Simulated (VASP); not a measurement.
A run of VASP 6.6.1:

File INCAR:

```
SYSTEM = AlCo3
ALGO     = Normal         ! electronic algorithm
EDIFF    = 1E-6           ! SCF threshold, eV
ENCUT    = 520            ! plane-wave cutoff, eV
GGA      = PS             ! functional
ISIF     = 2              ! what is computed and relaxed
ISMEAR   = 1              ! smearing method
ISPIN    = 2              ! spin polarisation
LASPH    = .True.         ! aspherical terms in the spheres
LCHARG   = .False.        ! write CHGCAR
LMAXMIX  = 4              ! l up to which the mixer works
LORBIT   = 11             ! projections on sites
LREAL    = .False.        ! projectors in reciprocal space
LWAVE    = .False.        ! write WAVECAR
MAGMOM   = 0 1.48 1.48 1.48 ! initial moments
NBANDS   = 27             ! bands
NELM     = 150            ! most SCF steps
PREC     = Accurate       ! precision mode
SIGMA    = 0.1            ! smearing width, eV
```

KPOINTS

```
k-points
0
Gamma
  12 12 12
  0 0 0
```

File POSCAR:

```
AlCo3
1.0
    3.5749480000      0.0000000000      0.0000000000
    0.0000000000      3.5749480000      0.0000000000
    0.0000000000      0.0000000000      3.5749480000
Al Co
1 3
Direct
    0.0000000000      0.0000000000      0.0000000000
    0.5000000000      0.5000000000      0.0000000000
    0.5000000000      0.0000000000      0.5000000000
    0.0000000000      0.5000000000      0.5000000000
```

Potentials or basis: VASP PAW PBE potentials, release 64 (Al, Co).

Run with:

```bash
$ cat potpaw_PBE.64/Al/POTCAR potpaw_PBE.64/Co/POTCAR > POTCAR
$ mpirun -np 1 vasp_std > vasp.out
```

Hardware: 1 thread of Intel Xeon 8259CL, with other jobs on the host.

Question: How long does it take, and how much memory?

Answer: Wall time 7.2 min on 1 thread of Intel Xeon 8259CL (shared host), peak memory 0.28 GiB. Counts: scf iterations 17, k points 84.
